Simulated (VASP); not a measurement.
CaBeCdP2, 5 atoms in the cell. Symmetry: P4/mmm, No. 123, tetragonal system. Conventional cell: a = 4.666 Å, b = 4.666 Å, c = 4.504 Å, α = 90.00°, β = 90.00°, γ = 90.00°. Ca (site symmetry 4/mmm) has 8 P at 3.24 Å and 4 Cd at 3.30 Å and 8 Be at 3.99 Å within 4.3 Å. Within 3.0 Å of Be (site symmetry 4/mmm) lie 2 Cd at 2.25 Å and 4 P at 2.33 Å. Within 3.0 Å of Cd (site symmetry 4/mmm) lie 2 Be at 2.25 Å. P (site symmetry mmm) has 2 Be at 2.33 Å within 3.1 Å. 

```yaml
Program: VASP 6.6.1
Task: single point
Functional: PBE
Potentials_or_basis: VASP PAW PBE potentials, release 64 (Ca_sv, Be, Cd, P)
Cutoff: 520 eV
k_mesh: 4 × 4 × 4
Occupations: gaussian, width 0.1 eV
Spin: no spin polarisation
Dipole_correction: no
Further_INCAR_settings: ALGO = Normal; EDIFF = 1e-07; NBANDS = 25
```

Potentials or basis: VASP PAW PBE potentials, release 64 (Ca_sv, Be, Cd, P).

Launch:

```sh
$ cat potpaw_PBE.64/Ca_sv/POTCAR potpaw_PBE.64/Be/POTCAR potpaw_PBE.64/Cd/POTCAR potpaw_PBE.64/P/POTCAR > POTCAR
$ mpirun -np 1 vasp_std > vasp.out
```

Hardware: 1 thread of Oxide Virtual Turin-like Processor, on a shared host.

**Question.** Estimate the wall time of this run.

**Answer.** Wall time 42 s on 1 thread of Oxide Virtual Turin-like Processor, with other jobs on the host, peak memory 0.2 GiB. Counts: scf iterations 14, k points 18.
